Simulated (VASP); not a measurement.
Here is a VASP 6.6.1 calculation.

Contents of POSCAR:

```
HfSiO4
1.0
   -3.2908231527      3.2908231527      2.9857689456
    3.2908231527     -3.2908231527      2.9857689456
    3.2908231527      3.2908231527     -2.9857689456
Hf Si O
2 2 8
Direct
    0.0000000000      0.0000000000      0.0000000000
    0.7500000000      0.2500000000      0.5000000000
    0.2500000000      0.7500000000      0.5000000000
    0.5000000000      0.5000000000      0.0000000000
    0.1352530325      0.3198800075      0.8153730251
    0.0698800075      0.7545069824      0.6846269749
    0.0698800075      0.3852530325      0.3153730251
    0.5045069824      0.3198800075      0.1846269749
    0.6801199925      0.4954930176      0.8153730251
    0.6147469675      0.9301199925      0.6846269749
    0.2454930176      0.9301199925      0.3153730251
    0.6801199925      0.8647469675      0.1846269749
```

File INCAR.step1:

```
PREC = Accurate
ENCUT = 520
ISMEAR = 0
SIGMA = 0.01
LREAL = F
LASPH = T
NELM = 100
NBANDS = 50
GGA = PE
ALGO = Normal
EDIFF = 1E-4
LWAVE = T
LCHARG = F
```

Contents of INCAR.step2:

```
PREC = Accurate
ENCUT = 520
EDIFF = 1E-6
ISMEAR = 0
SIGMA = 0.01
LREAL = F
LASPH = T
NELM = 100
ALGO = Normal
ISIF = 2
LWAVE = F
LCHARG = F
METAGGA = R2SCAN
LMIXTAU = T
NBANDS = 50
ISTART = 1
```

Contents of KPOINTS:

```
regular mesh
0
Gamma
  6 6 6
```

Potentials or basis: VASP PAW PBE potentials, release 64 (Hf_pv, Si, O).

The run is started by

```bash
$ cat potpaw_PBE.64/Hf_pv/POTCAR potpaw_PBE.64/Si/POTCAR potpaw_PBE.64/O/POTCAR > POTCAR
$ cp INCAR.step1 INCAR
$ mpirun -np 1 vasp_std > vasp.out
$ cp INCAR.step2 INCAR
$ mpirun -np 1 vasp_std > vasp.out
```

(1) What does it give for the pressure?

(2) Estimate the band gap on the k mesh.

(3) Predict the largest force.

Results:

(1) -1.8 GPa.

(2) 5.96 eV, indirect (least direct gap 6.31 eV).

(3) 0.217 eV/Å.

Caveat: the PAW data sets were made with another functional, which shifts forces and pressure a little; spin-orbit coupling is left out, which moves the levels of the heavy elements.
